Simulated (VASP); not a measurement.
Sb:

```xyz
2
Lattice="2.1542 1.2437 3.7580 -2.1542 1.2437 3.7580 0.0000 -2.4875 3.7580" Properties=species:S:1:pos:R:3 pbc="T T T"
Sb    0.0000    0.0000    8.6416
Sb    0.0000    0.0000    2.6324
```

```yaml
Program: VASP 6.6.1
Task: relaxation of cell and atoms
Functional: BLYP
Dispersion: D3(BJ)
Potentials_or_basis: VASP PAW PBE potentials, release 64 (Sb)
Cutoff: 600 eV
k_mesh: 8 × 8 × 8
Occupations: fermi-dirac, width 0.05 eV
Spin: no spin polarisation
```

At the start: pressure 1.0 GPa; volume 30.21 Å³/atom.

Q: How do energy, volume and symmetry change on relaxing?

A: Over 7 steps the energy falls by 3.2 meV/atom and the volume is 30.36 Å³/atom (+0.5 %); space group R-3m (No. 166, to 0.05 Å).

The path:
```
step  energy change (eV)  largest force (eV/Å)  pressure (GPa)  volume (Å³)
   1              0.0000                0.2047            1.00        60.41
   2             -0.0029                0.0276           -0.82        62.07
   3             -0.0046                0.0571           -0.15        61.43
   4             -0.0053                0.0438           -0.11        61.27
   5             -0.0064                0.0054            0.04        60.79
   6             -0.0064                0.0010            0.04        60.73
   7             -0.0064                0.0002            0.03        60.72
```

Final structure:
```yaml
crystal:
  lattice:
    - [2.17099, 1.25342, 3.71893]
    - [-2.17099, 1.25342, 3.71893]
    - [0.00000, -2.50684, 3.71893]
  atoms:
    - { symbol: Sb, position: [0.76478, 0.76478, 0.76478] }
    - { symbol: Sb, position: [0.23522, 0.23522, 0.23522] }
```

Caveat: the PAW data sets were made with another functional, which shifts forces and pressure a little; pairwise dispersion overbinds metals, which lowers pressure and volume.
